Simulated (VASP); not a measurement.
## Ga8Sb3P5: relaxation of cell and atoms with PBEsol

The system is Ga8Sb3P5.

```xyz
16
Lattice="0.0000 5.7008 5.7008 5.7008 0.0000 5.7008 5.7008 5.7008 0.0000" Properties=species:S:1:pos:R:3 pbc="T T T"
Ga    0.0000    0.0000    0.0000
Ga    2.8504    2.8504    0.0000
Ga    2.8504    0.0000    2.8504
Ga    5.7008    2.8504    2.8504
Ga    0.0000    2.8504    2.8504
Ga    2.8504    5.7008    2.8504
Ga    2.8504    2.8504    5.7008
Ga    5.7008    5.7008    5.7008
Sb    1.4252    1.4252    1.4252
Sb    4.2756    4.2756    1.4252
Sb    4.2756    1.4252    4.2756
P     7.1260    4.2756    4.2756
P     1.4252    4.2756    4.2756
P     4.2756    7.1260    4.2756
P     4.2756    4.2756    7.1260
P     7.1260    7.1260    7.1260
```

```yaml
Program: VASP 6.6.1
Task: relaxation of cell and atoms
Functional: PBEsol
Potentials_or_basis: VASP PAW PBE potentials, release 64 (Ga_d, Sb, P)
Cutoff: 600 eV
k_mesh: 6 × 6 × 5
Occupations: gaussian, width 0.03 eV
Spin: no spin polarisation
Further_INCAR_settings: ALGO = Normal; EDIFF = 1e-06; IBRION = 2; EDIFFG = -0.01; NSW = 90; ISIF = 3
```

The relaxed volume is 23.12 Å³/atom. The relaxed cell is a = 8.066 Å, b = 8.050 Å, c = 8.050 Å, α = 60.00°, β = 60.07°, γ = 60.07°, the space group after relaxing (to 0.1 Å) is R3m (No. 160) and the energy gained by relaxing is 67.9 meV/atom. The ionic steps are 27 and the pressure after relaxing is 0.0 GPa. The largest force after relaxing is 0.004 eV/Å and the band gap on the k mesh is zero (filled and empty bands touch).

Forces on the atoms (eV/Å):
```
Ga   0.002 -0.002 -0.002
Ga  -0.002  0.002  0.000
Ga  -0.002  0.000  0.002
Ga   0.000  0.002  0.002
Ga   0.000  0.001  0.001
Ga  -0.001  0.000  0.001
Ga  -0.001  0.001  0.000
Ga   0.000  0.000  0.000
Sb   0.000  0.001  0.001
Sb  -0.001  0.000  0.001
Sb  -0.001  0.001  0.000
P    0.002 -0.002 -0.002
P    0.001 -0.001 -0.001
P    0.001 -0.001  0.000
P    0.001  0.000 -0.001
P    0.000 -0.001 -0.001
```

Step by step:
```csv
step,energy change (eV),largest force (eV/Å),pressure (GPa),volume (Å³)
1,0.0000,2.1953,1.11,370.54
2,-0.9057,0.8162,-1.31,379.20
3,-0.9760,0.3764,-1.97,382.48
4,-1.0670,0.3057,0.68,366.65
5,-1.0754,0.2406,0.09,370.08
6,-1.0843,0.0727,0.03,369.96
7,-1.0849,0.0454,0.05,369.92
8,-1.0855,0.0307,-0.07,370.35
9,-1.0855,0.0197,-0.02,370.24
10,-1.0855,0.0210,-0.05,370.26
11,-1.0855,0.0201,-0.03,370.25
12,-1.0857,0.0172,0.02,370.09
13,-1.0857,0.0190,0.00,370.06
14,-1.0857,0.0232,0.03,369.98
15,-1.0858,0.0178,-0.05,370.14
16,-1.0858,0.0186,-0.02,370.14
17,-1.0859,0.0203,0.02,370.03
18,-1.0860,0.0224,0.02,369.97
19,-1.0860,0.0272,0.05,369.86
20,-1.0860,0.0259,0.03,369.88
21,-1.0861,0.0220,0.00,369.95
22,-1.0862,0.0234,-0.01,370.09
23,-1.0863,0.0141,-0.01,370.08
24,-1.0863,0.0207,0.01,370.05
25,-1.0864,0.0136,-0.02,370.10
26,-1.0864,0.0122,-0.03,370.12
27,-1.0864,0.0038,0.03,370.00
```

Final structure:
```
Ga Sb P
1.0
    -0.01140    5.70371    5.70371
     5.69231    0.00000    5.69231
     5.69231    5.69231    0.00000
Ga Sb P
8 3 5
Direct
  0.97348 0.00884 0.00884
  0.98555 0.98511 0.51467
  0.98555 0.51467 0.98511
  0.98555 0.51467 0.51467
  0.52034 0.99224 0.99224
  0.52034 0.99224 0.49518
  0.52034 0.49518 0.99224
  0.50393 0.49869 0.49869
  0.12593 0.12485 0.12485
  0.12593 0.12485 0.62437
  0.12593 0.62437 0.12485
  0.12531 0.62490 0.62490
  0.62141 0.12620 0.12620
  0.62681 0.12295 0.62512
  0.62681 0.62512 0.12295
  0.62681 0.62512 0.62512
```

Levels at points of the mesh, in eV from the Fermi level:
```
           k point  band 68  band 69  band 70  band 71  band 72  band 73  band 74  band 75  band 76  band 77
(0.00, 0.00, 0.00)    -1.35    -1.24    -0.49    -0.27     0.00     0.00     0.15     0.48     0.48     0.78
(0.50, 0.00, 0.00)    -1.79    -1.77    -1.77    -0.39    -0.39     0.33     1.11     1.13     1.13     1.43
(0.00, 0.50, 0.00)    -2.09    -1.23    -1.22    -1.01    -0.60     0.58     0.95     1.31     1.40     1.45
(0.50, 0.50, 0.00)    -1.97    -1.70    -1.68    -1.51    -0.96     1.04     1.20     1.69     1.91     2.15
```

It took 2.3 h on 4 MPI ranks on Intel(R) Xeon(R) 6975P-C (Granite Rapids), on a shared host, peak memory 2.5 GiB a rank.

Caveat: semilocal functionals underestimate gaps, so a narrow gap can read as zero; the PAW data sets were made with another functional, which shifts forces and pressure a little; spin-orbit coupling is left out, which moves the levels of the heavy elements.
